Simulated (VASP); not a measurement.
A run of VASP 6.6.1 is set up as follows.

Contents of INCAR:

```
SYSTEM = Cd
ALGO = Normal ; EDIFF = 1E-6
ENCUT = 520 ; GGA = PE
ISIF = 2 ; ISMEAR = -1
LASPH = .True. ; LCHARG = .False.
LREAL = .False. ; LWAVE = .False.
NBANDS = 12 ; NELM = 80
PREC = Accurate ; SIGMA = 0.06122561905347299
```

Contents of KPOINTS:

```
k-points
0
Gamma
  21 21 21
  0 0 0
```

File POSCAR:

```
Cd
1.0
    0.0000000000      2.2371783765      2.2371783765
    2.2371783765      0.0000000000      2.2371783765
    2.2371783765      2.2371783765      0.0000000000
Cd
1
Direct
    0.0000000000      0.0000000000      0.0000000000
```

Potentials or basis: VASP PAW PBE potentials, release 64 (Cd).

Command:

```sh
$ cat potpaw_PBE.64/Cd/POTCAR > POTCAR
$ mpirun -np 1 vasp_std > vasp.out
```

Q: Estimate the band gap on the k mesh.

A: Zero (bands 6 and 7 overlap by 2.70 eV).

Q: What does it give for the pressure?

A: 1.1 GPa.
